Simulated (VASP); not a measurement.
The system is NbAs.

```
CELL_PARAMETERS angstrom
0.00000 2.90678 2.90678
2.90678 0.00000 2.90678
2.90678 2.90678 0.00000
ATOMIC_POSITIONS crystal
Nb 0.00000 0.00000 0.00000
As 0.25000 0.25000 0.25000
```

Base run:

```yaml
Program: VASP 6.6.1
Functional: PBE
Potentials_or_basis: VASP PAW PBE potentials, release 64 (Nb_sv, As)
Cutoff: 500 eV
k_mesh: 12 × 12 × 12
Occupations: gaussian, width 0.1 eV
Spin: collinear spin
Starting_moments: "[0.56, -0.02] μB"
Fixed_moment: 0.75 μB
```

Its results: pressure 1.0 GPa; site moments Nb +0.60; As -0.02 μB.

The run is repeated on the same cell with these changes: fixed moment from 0.75 μB to 1.5 μB; moments at the start from [0.56, -0.02] to [1.05, -0.03]. What comes out?

Pressure 3.2 GPa; site moments Nb +1.14; As -0.04 μB.

Caveats: the total moment is fixed, so each spin has its own Fermi level; the cell stands under pressure (at least some runs).
